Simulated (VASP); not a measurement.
MgO:

```xyz
4
Lattice="-2.0822 0.0201 -2.0834 -2.1150 -2.1476 0.0530 -4.2609 2.1254 2.1598" Properties=species:S:1:pos:R:3 pbc="T T T"
Mg   -1.9224   -0.1855   -0.0392
Mg   -6.3655   -0.0136   -0.0239
O    -4.3661   -1.8977   -1.9603
O    -4.2303   -0.0339    0.1870
```

- Program: VASP 6.6.1
- Task: relaxation of cell and atoms
- Functional: PBE
- Potentials or basis: VASP PAW PBE potentials, release 64 (Mg, O)
- Cutoff: 600 eV
- k mesh: 6 × 6 × 6
- Occupations: gaussian, width 0.1 eV
- Spin: no spin polarisation

At the start: pressure 15.4 GPa; volume 9.60 Å³/atom.

**Question.** How do energy, volume and symmetry change on relaxing?

**Answer.** Over 12 steps the energy falls by 366.8 meV/atom and the volume is 9.56 Å³/atom (-0.4 %); space group P1 (No. 1, to 0.1 Å) before, Fm-3m (No. 225, to 0.1 Å).

The path:
```tsv
step	energy change (eV)	largest force (eV/Å)	pressure (GPa)	volume (Å³)
1	0.0000	5.4251	15.44	38.41
2	-1.0420	1.2535	-13.95	43.75
3	-1.1386	0.8828	-9.62	42.25
4	-1.3889	0.8324	-2.56	39.22
5	-1.4183	0.8665	1.97	37.92
6	-1.4587	0.2044	0.98	38.03
7	-1.4596	0.2605	0.87	38.04
8	-1.4654	0.1045	-0.45	38.36
9	-1.4655	0.1001	-0.59	38.40
10	-1.4667	0.0541	0.02	38.24
11	-1.4669	0.0510	0.25	38.18
12	-1.4671	0.0226	0.00	38.24
```

Final structure:
```
CELL_PARAMETERS angstrom
-2.12268 0.00031 -2.12291
-2.12311 -2.12215 -0.00100
-4.24623 2.11986 2.12195
ATOMIC_POSITIONS crystal
Mg 0.25056 0.24901 0.25006
Mg 0.74945 0.75058 0.75027
O 0.99984 0.00007 0.99981
O 0.50016 0.50033 0.49986
```
